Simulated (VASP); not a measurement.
Crystal: Cu2Os.

```xyz
3
Lattice="-1.5633 1.5633 3.8350 1.5633 -1.5633 3.8350 1.5633 1.5633 -3.8350" Properties=species:S:1:pos:R:3 pbc="T T T"
Cu    0.0000    0.0000    5.1006
Cu    0.0000    0.0000    2.5695
Os    0.0000    0.0000    0.0000
```

- Program: VASP 6.6.1
- Task: relaxation of cell and atoms
- Functional: PBE
- Potentials or basis: VASP PAW PBE potentials, release 64 (Cu, Os)
- Cutoff: 600 eV
- k mesh: 8 × 8 × 8
- Occupations: gaussian, width 0.1 eV
- Spin: no spin polarisation

At the start: pressure 9.5 GPa; volume 12.50 Å³/atom.

Problem. How do energy, volume and symmetry change on relaxing?

Solution. Over 16 steps the energy falls by 321.4 meV/atom and the volume is 12.84 Å³/atom (+2.7 %); space group I4/mmm (No. 139, to 0.05 Å).

Step by step:
```
step  energy change (eV)  largest force (eV/Å)  pressure (GPa)  volume (Å³)
   1              0.0000                0.6199            9.49        37.49
   2             -0.0554                0.1472          -12.94        41.61
   3             -0.1124                0.3343           -5.29        39.77
   4             -0.2562                0.2713           -3.55        39.12
   5             -0.5229                0.7657            8.00        36.57
   6             -0.5964                1.0342            4.38        37.14
   7             -0.6687                1.5934           -1.23        38.26
   8             -0.7789                1.2649           -2.37        38.51
   9             -0.9432                0.4785           -2.88        38.90
  10             -0.9457                0.3374           -2.64        38.94
  11             -0.9461                0.4029           -2.75        38.92
  12             -0.9563                0.2468            2.27        38.08
  13             -0.9568                0.2754            1.26        38.23
  14             -0.9624                0.1520            0.45        38.37
  15             -0.9641                0.0498           -0.11        38.50
  16             -0.9642                0.0377           -0.09        38.51
```

Final structure:
```xyz
3
Lattice="-1.2979 1.2979 5.7154 1.2979 -1.2979 5.7154 1.2979 1.2979 -5.7154" Properties=species:S:1:pos:R:3 pbc="T T T"
Cu    0.0000    0.0000    7.6636
Cu    0.0000    0.0000    3.7671
Os    1.2979    1.2979   -5.7154
```
